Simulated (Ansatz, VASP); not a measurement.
# Ta: VASP beside Ansatz

```xyz
1
Lattice="-1.6513 1.6513 1.6513 1.6513 -1.6513 1.6513 1.6513 1.6513 -1.6513" Properties=species:S:1:pos:R:3 pbc="T T T"
Ta    0.0000    0.0000    0.0000
```

Alike in both runs: task relaxation of cell and atoms; functional BLYP; dispersion D3(BJ); k mesh 11 × 11 × 11; occupations fermi-dirac, width 0.05 eV; no spin polarisation.

|  | VASP | Ansatz |
| --- | --- | --- |
| version | VASP 6.6.1 | Ansatz 0.2.0 |
| potentials or method | VASP PAW PBE potentials, release 64 (Ta_pv) | Ansatz PAW |
| plane-wave cutoff (eV) | 600 | 420 |
| valence electrons in the cell | 11 | 13 |

VASP gave:

- gap on the k mesh at the Fermi level, each at its own relaxed structure (eV): none
- relaxed volume (Å³/atom): 17.55
- relaxed cell length with the largest relative difference (Å): 2.836

Question: What did Ansatz give for the same quantities?

Answer: gap on the k mesh at the Fermi level, each at its own relaxed structure (eV): none; relaxed volume (Å³/atom): 17.45; relaxed cell length with the largest relative difference (Å): 2.830.

VASP's potentials were made for PBE, not for BLYP. A gap of «none» marks a metal or a gap that the smearing closes. VASP's potentials hold 11 valence electrons a cell and Ansatz's 13, so a difference there can come from the potentials and not from the codes.

Spin-orbit coupling is off throughout. Noted on Ansatz's run: the plane-wave basis is chosen anew once the cell has moved, so the energies of steps on either side of that aren't comparable.
